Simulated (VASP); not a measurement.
A run of VASP 6.6.1:

Contents of INCAR:

```
SYSTEM = GaAs
PREC = Accurate
ENCUT = 520
EDIFF = 1E-6
ISMEAR = -1
SIGMA = 0.05
LREAL = .False.
LASPH = .True.
NELM = 100
ALGO = Normal
ISIF = 2
LWAVE = .False.
LCHARG = .False.
GGA = B5
ALDAX = 1.0
AGGAX = 1.0
AGGAC = 1.0
ALDAC = 0.0
NBANDS = 16
```

The input KPOINTS:

```
Automatic mesh
0
Gamma
  8 8 8
  0 0 0
```

File POSCAR:

```
GaAs
1.0
    0.0000000000      2.8455714065      2.8455714065
    2.8455714065      0.0000000000      2.8455714065
    2.8455714065      2.8455714065      0.0000000000
As Ga
1 1
Direct
    0.7500000000      0.7500000000      0.7500000000
    0.0000000000      0.0000000000      0.0000000000
```

Potentials or basis: VASP PAW PBE potentials, release 64 (As, Ga_d).

Launch:

```bash
$ cat potpaw_PBE.64/As/POTCAR potpaw_PBE.64/Ga_d/POTCAR > POTCAR
$ mpirun -np 1 vasp_std > vasp.out
```

Hardware: 1 thread of Intel(R) Xeon(R) 6975P-C (Granite Rapids), on a shared host.

**Question.** How long does it take, and how much memory?

**Answer.** It took 15 s on 1 thread of Intel(R) Xeon(R) 6975P-C (Granite Rapids), on a shared host, peak memory 0.17 GiB. Counts: scf iterations 12, k points 29.
